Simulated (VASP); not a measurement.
Crystal: InCoB3.

```
Co B In
1.0
     3.32450    0.00000    0.00000
     1.66225   -9.59620    0.00000
     0.00000    0.00000   -3.25888
Co B In
2 6 2
Cartesian
  1.6622 -5.6618 -2.4442
  3.3245 -3.9344 -0.8147
  3.3245 -6.6598 -2.4442
  1.6622 -2.9364 -0.8147
  1.6622 -3.3395 -2.4442
  3.3245 -6.2567 -0.8147
  3.3245 -9.1164 -2.4442
  1.6622 -0.4798 -0.8147
  3.3245 -1.3819 -2.4442
  1.6622 -8.2143 -0.8147
```

Base run:

| Item | Value |
| --- | --- |
| Program | VASP 6.6.1 |
| Functional | PBE |
| Potentials or basis | VASP PAW PBE potentials, release 64 (Co, B, In_d) |
| Cutoff | 520 eV |
| k mesh | 6 × 6 × 6 |
| Occupations | gaussian, width 0.0536 eV |
| Spin | no spin polarisation |

Its results: band gap on the k mesh zero (bands 31 and 32 overlap by 1.37 eV); pressure 2.2 GPa; largest force 1.978 eV/Å.

Q: After a change of settings the same cell gave: band gap on the k mesh zero (bands 31 and 32 overlap by 1.38 eV); pressure -7.1 GPa; largest force 1.916 eV/Å. Which change was it?
A. functional from PBE to LDA; potentials or basis from VASP PAW PBE potentials, release 64 (Co, B, In_d) to VASP PAW LDA potentials, release 64 (Co, B, In_d)
B. further incar settings from ALGO = Normal; EDIFF = 1e-07; NBANDS = 42 to ALGO = Normal; EDIFF = 1e-06; NBANDS = 42
C. functional from PBE to RPBE; further incar settings from ALGO = Normal; EDIFF = 1e-07; NBANDS = 42 to ALGO = Normal; EDIFF = 1e-06; NBANDS = 42

A: A.

Caveats: spin-orbit coupling is left out, which moves the levels of the heavy elements; the run has no spin polarisation, though such a crystal can be magnetic; forces of over 1 eV/Å act on the atoms, so gaps and moduli don't describe the material at rest; the stress differs along the axes, from -14 to 15 GPa (at least some runs); the stress differs along the axes, from -22 to 5 GPa (at least some runs).
